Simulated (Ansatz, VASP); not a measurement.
## Ga2GeO2 in VASP and in Ansatz

```
Ga Ge O
1.0
     3.99192    0.00000    0.00000
    -1.99596    3.45710    0.00000
     0.00000    0.00000    6.32229
Ga Ge O
2 1 2
Direct
  0.66667 0.33333 0.35735
  0.33333 0.66667 0.64265
  0.00000 0.00000 0.00000
  0.66667 0.33333 0.73819
  0.33333 0.66667 0.26181
```

Change from the starting cell: species swapped into the YAl2Si2 type (P-3m1, No. 164).

Alike in both runs: task single point; functional PBE; k mesh 6 × 6 × 4; occupations gaussian, width 0.1 eV; no spin polarisation.

|  | VASP | Ansatz |
| --- | --- | --- |
| version | VASP 6.6.1 | Ansatz 0.2.0 |
| potentials or method | VASP PAW PBE potentials, release 64 (Ga_d, Ge_d, O), cutoff 520 eV | scalar-relativistic, plane waves, PAW |
| valence electrons in the cell | 52 | 52 |

```csv
,VASP,Ansatz,Ansatz less VASP
gap on the k mesh at the Fermi level (eV),none,none,-
pressure (GPa),-6.1,-6.2,-0.05
"traceless stress, the component that is largest in VASP (GPa)",-0.89,-0.93,-0.033
rms of the force components (eV/Å),0.329,0.332,+0.0023
```

Atom by atom the forces differ by 0.008 eV/Å (rms over components). A gap of «none» marks a metal or a gap that the smearing closes.
